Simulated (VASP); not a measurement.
A run of VASP 6.6.1:

File POSCAR:

```
MgRh
1.0
    3.1248143847      0.0000000000      0.0000000000
    0.0000000000      3.1248143847      0.0000000000
    0.0000000000      0.0000000000      3.1248143847
Mg Rh
1 1
Direct
    0.0000000000      0.0000000000      0.0000000000
    0.5000000000      0.5000000000      0.5000000000
```

Contents of INCAR.step1:

```
SYSTEM = MgRh
PREC = Accurate
ENCUT = 520
ISMEAR = 1
SIGMA = 0.15
LREAL = .False.
LASPH = .True.
NELM = 80
NBANDS = 16
GGA = PE
ALGO = Normal
EDIFF = 1E-4
LWAVE = .True.
LCHARG = .False.
```

INCAR.step2

```
SYSTEM = MgRh
PREC = Accurate
ENCUT = 520
EDIFF = 1E-6
ISMEAR = 1
SIGMA = 0.15
LREAL = .False.
LASPH = .True.
NELM = 80
ALGO = Normal
ISIF = 2
LWAVE = .False.
LCHARG = .False.
METAGGA = R2SCAN
LMIXTAU = .True.
NBANDS = 16
ISTART = 1
```

Contents of KPOINTS:

```
regular mesh
0
Gamma
  7 7 7
  0 0 0
```

Potentials or basis: VASP PAW PBE potentials, release 64 (Mg, Rh_pv).

Run with:

```bash
$ cat potpaw_PBE.64/Mg/POTCAR potpaw_PBE.64/Rh_pv/POTCAR > POTCAR
$ cp INCAR.step1 INCAR
$ mpirun -np 1 vasp_std > vasp.out
$ cp INCAR.step2 INCAR
$ mpirun -np 1 vasp_std > vasp.out
```

Hardware: 1 thread of Intel(R) Xeon(R) Platinum 8488C (Sapphire Rapids) (shared host).

How long does it take, and how much memory?

Wall time 18 s on 1 thread of Intel(R) Xeon(R) Platinum 8488C (Sapphire Rapids) (shared host), peak memory 0.14 GiB. Counts: k points 20.
